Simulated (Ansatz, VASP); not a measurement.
## MgO in VASP and in Ansatz

```
Mg O
1.0
     0.00000    2.09700    2.09700
     2.09700    0.00000    2.09700
     2.09700    2.09700    0.00000
Mg O
1 1
Direct
  0.00000 0.00000 0.00000
  0.50000 0.50000 0.50000
```

Alike in both runs: task single point; functional PBEsol; k mesh 8 × 8 × 8; occupations gaussian, width 0.1 eV; no spin polarisation.

```csv
,VASP,Ansatz
version,VASP 6.6.1,Ansatz 0.2.0
potentials or method,"VASP PAW PBE potentials, release 64 (Mg, O), cutoff 520 eV","scalar-relativistic, plane waves, PAW"
valence electrons in the cell,8,16
```

VASP gave:

```
gap on the k mesh at the Fermi level (eV) : 4.76
least direct gap on the mesh (eV)         : 4.76
pressure (GPa)                            : 1.9
```

Which values does Ansatz return?

gap on the k mesh at the Fermi level (eV): 4.76; least direct gap on the mesh (eV): 4.76; pressure (GPa): 2.3.

VASP's potentials were made for PBE, not for PBEsol. With one functional, cell and mesh, what is left measures potentials, basis and numerics. VASP's potentials hold 8 valence electrons a cell and Ansatz's 16, so a difference there can come from the potentials and not from the codes.
